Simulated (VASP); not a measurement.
Set up this calculation in VASP 6.6.1, as the native input.

```yaml
Task: single point
Functional: PBE
Potentials_or_basis: VASP PAW PBE potentials, release 64 (Na_pv, Ti_sv, Pb_d)
Cutoff: 520 eV
k_mesh: 8 × 8 × 8
Occupations: gaussian, width 0.1 eV
Spin: no spin polarisation
Dipole_correction: no
Further_INCAR_settings: ALGO = Fast; EDIFF = 1e-07; NBANDS = 32
```

The structure of Na3TiPb lies in POSCAR:

```
Na3TiPb
1.0
    3.1258709792     -5.2797991422      0.0000000000
    3.1258709792      5.2797991422      0.0000000000
    0.0000000000      0.0000000000      5.5907026590
Na Ti Pb
3 1 1
Direct
    0.0000000000      0.0000000000      0.0000000000
    0.0000000000      0.5000000000      0.5000000000
    0.5000000000      0.0000000000      0.5000000000
    0.5000000000      0.5000000000      0.0000000000
    0.0000000000      0.0000000000      0.5000000000
```

These files were run (other wordings do the same):

INCAR

```
SYSTEM = Na3TiPb
PREC = Accurate
ENCUT = 520
EDIFF = 1E-7
ISMEAR = 0
SIGMA = 0.1
LREAL = .False.
LASPH = .True.
NELM = 60
ALGO = Fast
ISIF = 2
LWAVE = .False.
LCHARG = .False.
GGA = PE
NBANDS = 32
```

KPOINTS

```
Automatic mesh
0
Gamma
  8 8 8
  0 0 0
```

Potentials or basis: VASP PAW PBE potentials, release 64 (Na_pv, Ti_sv, Pb_d).

Run with:

```sh
$ cat potpaw_PBE.64/Na_pv/POTCAR potpaw_PBE.64/Ti_sv/POTCAR potpaw_PBE.64/Pb_d/POTCAR > POTCAR
$ mpirun -np 1 vasp_std > vasp.out
```

Results of the run:

| Item | Value |
| --- | --- |
| Pressure | 0.0 GPa |
| Band gap on the k mesh | zero (an odd number of electrons rules out a gap without spin polarisation) |

Caveat: spin-orbit coupling is left out, which moves the levels of the heavy elements.

It took 34 min on 1 thread of Intel(R) Xeon(R) Platinum 8488C (Sapphire Rapids), with other jobs on the host, peak memory 0.74 GiB.
